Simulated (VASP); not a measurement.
Input of a VASP 6.6.1 run:

Contents of INCAR:

```
  PREC = Accurate
  ENCUT = 600
  EDIFF = 1E-6
  ISMEAR = 0
  SIGMA = 0.1
  LREAL = False
  LASPH = True
  NELM = 100
  ALGO = Normal
  ISIF = 3
  LWAVE = False
  LCHARG = False
  GGA = PE
  IBRION = 2
  NSW = 100
  EDIFFG = -0.01
```

The input KPOINTS:

```
Automatic mesh
0
Gamma
  12 12 12
```

Contents of POSCAR:

```
ZrTeBr
1.0
    5.0103386377      0.0000000000      0.0000000000
   -2.5051693188      4.3390805418      0.0000000000
    0.0000000000      0.0000000000      3.6530899433
Zr Te Br
1 1 1
Direct
    0.0000000000      0.0000000000      0.5000000000
    0.3333333333      0.6666666667      0.5000000000
    0.6666666667      0.3333333333      0.0000000000
```

Potentials or basis: VASP PAW PBE potentials, release 64 (Zr_sv, Te, Br).

Launch:

```bash
$ cat potpaw_PBE.64/Zr_sv/POTCAR potpaw_PBE.64/Te/POTCAR potpaw_PBE.64/Br/POTCAR > POTCAR
$ mpirun -np 1 vasp_std > vasp.out
```

(1) Predict the relaxed cell.

(2) What does it give for the space group after relaxing (to 0.05 Å)?

(3) Predict the relaxed volume.

Results:

(1) a = 5.005 Å, b = 5.005 Å, c = 3.668 Å, α = 90.00°, β = 90.00°, γ = 120.00°.

(2) P-6m2 (No. 187).

(3) 26.52 Å³/atom.

Caveat: an odd number of electrons without spin polarisation forces a metal; a magnetic or distorted state may lie lower.
